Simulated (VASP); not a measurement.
# La (Fm-3m) in VASP: further runs

Runs on La. Level: RPBE. Tasks: single point.

All numbers are computed with VASP 6.6.1; they aren't measurements. Logs are shortened: lines on timing, memory, paths and dates and some standing lists are left out, and cuts for length are marked.

### Step 1. The cell of the first run

Symmetry: Fm-3m, No. 225, cubic system. Conventional cell: a = 5.393 Å, b = 5.393 Å, c = 5.393 Å, α = 90.00°, β = 90.00°, γ = 90.00°. Within 5.0 Å of La (site symmetry m-3m) lie 12 La at 3.81 Å.

### Step 2. Single point, RPBE

INCAR reads:

```
  ALGO = Normal
  EDIFF = 1E-6
  ENCUT = 520
  GGA = RP
  ISIF = 2
  ISMEAR = -1
  LASPH = T
  LCHARG = T
  LELF = T
  LREAL = F
  LVHAR = T
  LWAVE = F
  NBANDS = 12
  NELM = 60
  PREC = Accurate
  SIGMA = 0.1
```

KPOINTS reads:

```
k-points
0
Gamma
  10 10 10
```

POSCAR reads:

```
La
1.0
    0.0000000000      2.6963037941      2.6963037941
    2.6963037941      0.0000000000      2.6963037941
    2.6963037941      2.6963037941      0.0000000000
La
1
Direct
    0.0000000000      0.0000000000      0.0000000000
```

Potentials or basis: VASP PAW PBE potentials, release 64 (La).

Launch:

```sh
> cat potpaw_PBE.64/La/POTCAR > POTCAR
> mpirun -np 1 vasp_std > vasp.out
```

OUTCAR:

```text
EDIFF = 1E-6
   ENCUT = 520
   GGA = RP
   ISIF = 2
   ISMEAR = -1
   LASPH = T
   LREAL = F
   NELM = 60
   PREC = Accurate

 ion  position               nearest neighbor table
   1  0.000  0.000  0.000-

  LATTYP: Found a face centered cubic cell.
 ALAT       =     5.3926075882

  Lattice vectors:

 A1 = (   0.0000000000,   2.6963037941,   2.6963037941)
 A2 = (   2.6963037941,   0.0000000000,   2.6963037941)
 A3 = (   2.6963037941,   2.6963037941,   0.0000000000)

Analysis of symmetry for initial positions (statically):
=====================================================================
 Subroutine PRICEL returns:
 Original cell was already a primitive cell.

 Routine SETGRP: Setting up the symmetry group for a
 face centered cubic supercell.

 Subroutine GETGRP returns: Found 48 space group operations
 (whereof 48 operations were pure point group operations)
 out of a pool of 48 trial point group operations.

The static configuration has the point symmetry O_h .

Analysis of symmetry for dynamics (positions and initial velocities):
=====================================================================
 Subroutine PRICEL returns:
 Original cell was already a primitive cell.

 Routine SETGRP: Setting up the symmetry group for a
 face centered cubic supercell.

 Subroutine GETGRP returns: Found 48 space group operations
 (whereof 48 operations were pure point group operations)
 out of a pool of 48 trial point group operations.

The dynamic configuration has the point symmetry O_h .

 Subroutine INISYM returns: Found 48 space group operations
 (whereof 48 operations are pure point group operations),
 and found     1 'primitive' translations

----------------------------------------------------------------------------------------

                                     Primitive cell

  volume of cell :      39.2045

  direct lattice vectors                    reciprocal lattice vectors
     0.000000000  2.696303794  2.696303794    -0.185439045  0.185439045  0.185439045
     2.696303794  0.000000000  2.696303794     0.185439045 -0.185439045  0.185439045
     2.696303794  2.696303794  0.000000000     0.185439045  0.185439045 -0.185439045

  length of vectors
     3.813149394  3.813149394  3.813149394     0.321189847  0.321189847  0.321189847

  position of ions in fractional coordinates (direct lattice)
     0.000000000  0.000000000  0.000000000

  ion indices of the primitive-cell ions
   primitive index   ion index
                 1           1

----------------------------------------------------------------------------------------

 KPOINTS: k-points

Automatic generation of k-mesh.
 Grid dimensions read from file:
 generate k-points for:   10   10   10

 Generating k-lattice:

  Cartesian coordinates                     Fractional coordinates (reciprocal lattice)
    -0.018543904  0.018543904  0.018543904     0.100000000  0.000000000  0.000000000
     0.018543904 -0.018543904  0.018543904     0.000000000  0.100000000  0.000000000
     0.018543904  0.018543904 -0.018543904     0.000000000  0.000000000  0.100000000

  Length of vectors
     0.032118985  0.032118985  0.032118985

  Shift w.r.t. Gamma in fractional coordinates (k-lattice)
     0.000000000  0.000000000  0.000000000

 Subroutine IBZKPT returns following result:
 ===========================================

 Found     47 irreducible k-points:

 Following reciprocal coordinates:
            Coordinates               Weight
  0.000000  0.000000  0.000000      1.000000
  0.100000  0.000000  0.000000      8.000000
  0.200000  0.000000  0.000000      8.000000
  0.300000  0.000000  0.000000      8.000000
  0.400000  0.000000  0.000000      8.000000
  0.500000  0.000000  0.000000      4.000000
[... 16 lines left out ...]
  0.300000  0.300000  0.000000      6.000000
  0.400000  0.300000  0.000000     24.000000
 [... further k-points ...]
   k-points           NKPTS =     47   k-points in BZ     NKDIM =     47   number of bands    NBANDS=     12
   number of dos      NEDOS =    301   number of ions     NIONS =      1
   total plane-waves  NPLWV =  21952
   dimension x,y,z NGX =    28 NGY =   28 NGZ =   28
   dimension x,y,z NGXF=    56 NGYF=   56 NGZF=   56
   ions per type =               1
   NGX,Y,Z   is equivalent  to a cutoff of  12.21, 12.21, 12.21 a.u.
   NGXF,Y,Z  is equivalent  to a cutoff of  24.41, 24.41, 24.41 a.u.
 SYSTEM =  unknown system
   PREC   = accura    normal or accurate (medium, high low for compatibility)
   ISTART =      0    job   : 0-new  1-cont  2-samecut
   ICHARG =      2    charge: 1-file 2-atom 10-const
   ISPIN  =      1    spin polarized calculation?
   LNONCOLLINEAR =      F non collinear calculations
   LSORBIT =      F    spin-orbit coupling
   LASPH  =      T    aspherical Exc in radial PAW
   ENCUT  =  520.0 eV  38.22 Ry    6.18 a.u.   7.09  7.09  7.09*2*pi/ulx,y,z
   NELM   =     60;   NELMIN=  2; NELMDL= -5     # of ELM steps
   EDIFF  = 0.1E-05   stopping-criterion for ELM
   LREAL  =      F    real-space projection
   EDIFFG = 0.1E-04   stopping-criterion for IOM
   NSW    =      0    number of steps for IOM
   IBRION =     -1    ionic relax: 0-MD 1-quasi-New 2-CG
   NFREE  =      0    steps in history (QN), initial steepest desc. (CG)
   ISIF   =      2    stress and relaxation
   ISYM   =      2    0-nonsym 1-usesym 2-fastsym
   POTIM  = 0.5000    time-step for ionic-motion
   TEBEG  =    0.0;   TEEND  =   0.0 temperature during run
   PSTRESS=    0.0 pullay stress
   NELECT =      11.0000    total number of electrons
   NUPDOWN=      -1.0000    fix difference up-down
   EMIN   =  10.00;   EMAX   =-10.00  energy-range for DOS
   EFERMI =   0.00;   METHOD = LEGACY
   ISMEAR =    -1;   SIGMA  =   0.10  broadening in eV -4-tet -1-fermi 0-gaus
   EFERMI_NEDOS =   21; number of points for ismear=-14 and -15
   IALGO  =     38    algorithm
   IMIX   =      4    mixing-type and parameters
     AMIX     =   0.40;   BMIX     =  1.00
     AMIX_MAG =   1.60;   BMIX_MAG =  1.00
  volume/ion in A,a.u.               =      39.20       264.57
  Fermi-wavevector in a.u.,A,eV,Ry     =   1.071750  2.025314 15.628311  1.148648
  Thomas-Fermi vector in A             =   2.207500
   LORBIT       =      0    0 simple, 1 ext, 2 COOP (PROOUT), +10 PAW based schemes
   GGA     = RP    functional components
   LHFCALC =     F    Hartree Fock is set to
   AEXX    =    0.0000 exact exchange contribution
   IVDW    =     0    specifies the selected vdW correction
   LEPSILON=     F    determine dielectric tensor
   LRPA    =     F    only Hartree local field effects (RPA)
 non-spin polarized calculation
  energy-cutoff  :      520.00
  volume of cell :       39.20
 maximum number of plane-waves:      1073
   NGX = 15   NGY = 15   NGZ = 15

 number of electron      11.0000002 magnetization

 Free energy of the ion-electron system (eV)
  ---------------------------------------------------
  ext. energy  EPLUGINS =         0.00000000
  ---------------------------------------------------
  free energy    TOTEN  =        -4.57202397 eV

  energy without entropy =       -4.50765877  energy(sigma->0) =       -4.53984137

 E-fermi :   7.4371     XC(G=0):  -9.2578

 val. band max:        7.4025948460   @ k =   0.2000   0.2000   0.0000
 cond. band min:       7.4386350851   @ k =  -0.3000   0.4000   0.1000
 fundamental gap:      0.0360402391
 Fermi energy:         7.4371294037

 k-point     1 :       0.0000    0.0000    0.0000
  band No.  band energies     occupation
      1     -25.5091      2.00000
      2      -8.6158      2.00000
      3      -8.6158      2.00000
      4      -8.6158      2.00000
      5       4.2500      2.00000
      6       8.6982      0.00001
      7       8.9071      0.00000
      8       8.9071      0.00000
      9       8.9071      0.00000
     10       9.1397      0.00000
     11       9.1397      0.00000
     12       9.1397      0.00000

 k-point     2 :       0.1000    0.0000    0.0000
  band No.  band energies     occupation
      1     -25.4944      2.00000
      2      -8.7400      2.00000
      3      -8.6305      2.00000
      4      -8.6305      2.00000
      5       4.5223      2.00000
      6       8.2854      0.00041
      7       8.9277      0.00000
      8       8.9277      0.00000
      9       9.0722      0.00000
     10       9.1457      0.00000
     11       9.1457      0.00000
     12       9.2607      0.00000

 k-point     3 :       0.2000    0.0000    0.0000
  band No.  band energies     occupation
      1     -25.4558      2.00000
      2      -9.0507      2.00000
      3      -8.6687      2.00000
      4      -8.6687      2.00000
      5       5.1835      2.00000
      6       7.9217      0.01560
      7       8.9327      0.00000
      8       8.9327      0.00000
      9       8.9908      0.00000
     10       9.1562      0.00000
     11       9.1562      0.00000
     12       9.5102      0.00000

 k-point     4 :       0.3000    0.0000    0.0000
  band No.  band energies     occupation
      1     -25.4075      2.00000
      2      -9.4101      2.00000
      3      -8.7151      2.00000
      4      -8.7151      2.00000
      5       5.7245      2.00000
      6       8.1120      0.00234
      7       8.8696      0.00000
      8       8.8696      0.00000
      9       8.8773      0.00000
     10       9.1615      0.00000
     11       9.1615      0.00000
     12       9.6750      0.00000

 k-point     5 :       0.4000    0.0000    0.0000
  band No.  band energies     occupation
      1     -25.3677      2.00000
      2      -9.6844      2.00000
      3      -8.7522      2.00000
      4      -8.7522      2.00000
      5       5.8217      2.00000
      6       8.6997      0.00001
      7       8.7697      0.00000
      8       8.7697      0.00000
      9       8.8857      0.00000
     10       9.1636      0.00000
     11       9.1636      0.00000
     12       9.5952      0.00000

 k-point     6 :       0.5000    0.0000    0.0000
  band No.  band energies     occupation
      1     -25.3524      2.00000
      2      -9.7859      2.00000
      3      -8.7662      2.00000
      4      -8.7662      2.00000
      5       5.8026      2.00000
      6       8.7093      0.00001
      7       8.7213      0.00001
      8       8.7213      0.00001
      9       9.1268      0.00000
     10       9.1644      0.00000
     11       9.1644      0.00000
     12       9.5599      0.00000

 k-point     7 :       0.1000    0.1000    0.0000
  band No.  band energies     occupation
      1     -25.4895      2.00000
      2      -8.7370      2.00000
      3      -8.6573      2.00000
      4      -8.6573      2.00000
      5       4.6141      2.00000
      6       8.1418      0.00174
      7       8.9638      0.00000
      8       8.9638      0.00000
      9       9.0158      0.00000
     10       9.2023      0.00000
     11       9.2023      0.00000
     12       9.2216      0.00000

 k-point     8 :       0.2000    0.1000    0.0000
  band No.  band energies     occupation
      1     -25.4589      2.00000
      2      -8.9680      2.00000
      3      -8.7050      2.00000
      4      -8.6866      2.00000
      5       5.1612      2.00000
      6       7.7739      0.06663
      7       8.7766      0.00000
      8       9.0002      0.00000
      9       9.0672      0.00000
     10       9.1921      0.00000
     11       9.2368      0.00000
     12       9.4271      0.00000
[... 166 lines left out ...]
 k-point    20 :      -0.4000    0.2000    0.0000
  band No.  band energies     occupation
      1     -25.3317      2.00000
      2      -9.6375      2.00000
      3      -9.0733      2.00000
      4      -8.8257      2.00000
      5       6.6060      1.99951
      6       7.5081      0.65937
      7       8.6438      0.00001
      8       9.0021      0.00000
      9       9.0860      0.00000
     10       9.1554      0.00000
     11       9.4550      0.00000
     12       9.5501      0.00000

 k-point    21 :      -0.3000    0.2000    0.0000
  band No.  band energies     occupation
      1     -25.3531      2.00000
      2      -9.5209      2.00000
      3      -9.0613      2.00000
      4      -8.7677      2.00000
      5       6.7335      1.99824
      6       7.7213      0.11022
      7       8.0232      0.00568
      8       8.9834      0.00000
      9       9.1007      0.00000
     10       9.1865      0.00000
     11       9.4118      0.00000
     12       9.5773      0.00000

 k-point    22 :      -0.2000    0.2000    0.0000
  band No.  band energies     occupation
      1     -25.3908      2.00000
      2      -9.3511      2.00000
      3      -8.9497      2.00000
      4      -8.7080      2.00000
      5       6.3743      1.99995
      6       7.5865      0.36687
      7       8.1500      0.00160
      8       9.0085      0.00000
      9       9.0290      0.00000
     10       9.2496      0.00000
     11       9.3298      0.00000
     12       9.5764      0.00000

 k-point    23 :       0.3000    0.3000    0.0000
  band No.  band energies     occupation
      1     -25.3740      2.00000
      2      -9.3676      2.00000
      3      -8.8927      2.00000
      4      -8.8927      2.00000
      5       6.0662      2.00000
      6       6.7596      1.99772
      7       8.5688      0.00002
      8       9.1553      0.00000
      9       9.1553      0.00000
     10       9.3307      0.00000
     11       9.3929      0.00000
     12       9.3930      0.00000

 k-point    24 :       0.4000    0.3000    0.0000
  band No.  band energies     occupation
      1     -25.3426      2.00000
      2      -9.5138      2.00000
      3      -8.9783      2.00000
      4      -8.9379      2.00000
      5       6.1120      2.00000
      6       6.6533      1.99921
      7       8.6604      0.00001
      8       9.1729      0.00000
      9       9.2167      0.00000
     10       9.2687      0.00000
     11       9.4271      0.00000
     12       9.4512      0.00000

 [... further k-points ...]
[... 5 lines left out ...]
  --------------------------------------------------------------------------------------
  -------------------------------------------------------------------------------------
  Total        0.0131548      0.0131548      0.0131548     -0.0000000      0.0000000      0.0000000
  in kB        0.5375982      0.5375982      0.5375982     -0.0000000      0.0000000      0.0000000
  external PRESSURE =       0.5375982 kB  Pullay stress =       0.0000000 kB

 VOLUME and BASIS-vectors are now :
 -----------------------------------------------------------------------------
  energy-cutoff  :      520.00
  volume of cell :       39.20
      direct lattice vectors                 reciprocal lattice vectors
     0.000000000  2.696303794  2.696303794    -0.185439045  0.185439045  0.185439045
     2.696303794  0.000000000  2.696303794     0.185439045 -0.185439045  0.185439045
     2.696303794  2.696303794  0.000000000     0.185439045  0.185439045 -0.185439045

 POSITION                                       TOTAL-FORCE (eV/Angst)
 -----------------------------------------------------------------------------------
      0.00000      0.00000      0.00000         0.000000      0.000000      0.000000
 -----------------------------------------------------------------------------------
    total drift:                                0.000000      0.000000     -0.000000

  FREE ENERGIE OF THE ION-ELECTRON SYSTEM (eV)
  ---------------------------------------------------
  free  energy   TOTEN  =        -4.5720239731 eV

  energy  without entropy=       -4.5076587656  energy(sigma->0) =       -4.53984137
```

It used 44 s of CPU time on 1 thread of AMD EPYC 7R13 Processor (Zen 3), with other jobs on the host.

Results:

| Item | Value |
| --- | --- |
| Free energy | -4.5720 eV |
| Pressure | 0.1 GPa |

Caveat: the PAW data sets were made with another functional, which shifts forces and pressure a little; spin-orbit coupling is left out, which moves the levels of the heavy elements.

(Part 1 of 2 ends here.)
